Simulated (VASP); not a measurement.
The system is MgBe2SeO2.

```xyz
6
Lattice="4.5115 0.0000 0.0000 -2.2558 3.9071 0.0000 0.0000 0.0000 4.3562" Properties=species:S:1:pos:R:3 pbc="T T T"
Mg    0.0000    0.0000    0.0000
Be    0.0000    2.6047    2.1781
Be    2.2558    1.3024    2.1781
Se    0.0000    0.0000    2.1781
O     0.0000    2.6047    0.0000
O     2.2558    1.3024    0.0000
```

```yaml
Program: VASP 6.6.1
Task: relaxation of cell and atoms
Functional: PBE
Potentials_or_basis: VASP PAW PBE potentials, release 64 (Mg, Be, Se, O)
Cutoff: 600 eV
k_mesh: 6 × 6 × 4
Occupations: gaussian, width 0.1 eV
Spin: no spin polarisation
```

At the start: pressure -4.6 GPa; volume 12.80 Å³/atom.

Task: How do energy, volume and symmetry change on relaxing?

Result: Over 7 steps the energy falls by 55.6 meV/atom and the volume is 11.51 Å³/atom (-10.1 %); space group P6/mmm (No. 191, to 0.05 Å).

Step by step:
```csv
step,energy change (eV),largest force (eV/Å),pressure (GPa),volume (Å³)
1,0.0000,0.0000,-4.63,76.79
2,-0.1422,0.0000,-1.33,72.73
3,-0.1977,0.0000,1.91,69.50
4,-0.2025,0.0000,3.57,68.16
5,-0.2850,0.0000,3.31,67.49
6,-0.3054,0.0000,3.76,66.78
7,-0.3336,0.0000,0.30,69.06
```

Final structure:
```cif
data_structure
_symmetry_space_group_name_H-M 'P 1'
_symmetry_Int_Tables_number 1
_cell_length_a 4.1514
_cell_length_b 4.1514
_cell_length_c 4.6273
_cell_angle_alpha 90.000
_cell_angle_beta 90.000
_cell_angle_gamma 120.000
_cell_volume 69.06
loop_
_atom_site_label
_atom_site_type_symbol
_atom_site_fract_x
_atom_site_fract_y
_atom_site_fract_z
_atom_site_occupancy
Mg1 Mg 0.00000 0.00000 0.00000 1
Be1 Be 0.33333 0.66667 0.50000 1
Be2 Be 0.66667 0.33333 0.50000 1
Se1 Se 0.00000 0.00000 0.50000 1
O1 O 0.33333 0.66667 0.00000 1
O2 O 0.66667 0.33333 0.00000 1
```

Caveat: the k points lie up to 0.34 Å⁻¹ apart in the final cell.
